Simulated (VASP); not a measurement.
The system is Si4N.

```
Si N
1.0
     4.11310    0.00000    0.00000
     0.00000    4.11310    0.00000
     0.00000    0.00000    4.11310
Si N
4 1
Direct
  0.50000 0.00000 0.00000
  0.00000 0.50000 0.00000
  0.00000 0.00000 0.50000
  0.50000 0.50000 0.50000
  0.00000 0.00000 0.00000
```

```yaml
Program: VASP 6.6.1
Task: relaxation of cell and atoms
Functional: PBE
Potentials_or_basis: VASP PAW PBE potentials, release 64 (Si, N)
Cutoff: 600 eV
k_mesh: 10 × 10 × 10
Occupations: gaussian, width 0.1 eV
Spin: no spin polarisation
```

At the start: pressure -4.8 GPa; volume 13.92 Å³/atom.

**Question.** How do energy, volume and symmetry change on relaxing?

**Answer.** Over 3 steps the energy falls by 11.6 meV/atom and the volume is 13.18 Å³/atom (-5.3 %); space group Pm-3m (No. 221, to 0.05 Å).

The path:
| step | energy change (eV) | largest force (eV/Å) | pressure (GPa) | volume (Å³) |
| --- | --- | --- | --- | --- |
| 1 | 0.0000 | 0.0000 | -4.79 | 69.58 |
| 2 | -0.0574 | 0.0000 | 0.62 | 65.48 |
| 3 | -0.0582 | 0.0000 | 0.00 | 65.88 |

Final structure:
```
Si N
1.0
     4.03879    0.00000    0.00000
     0.00000    4.03879    0.00000
     0.00000    0.00000    4.03879
Si N
4 1
Direct
  0.50000 0.00000 0.00000
  0.00000 0.50000 0.00000
  0.00000 0.00000 0.50000
  0.50000 0.50000 0.50000
  0.00000 0.00000 0.00000
```
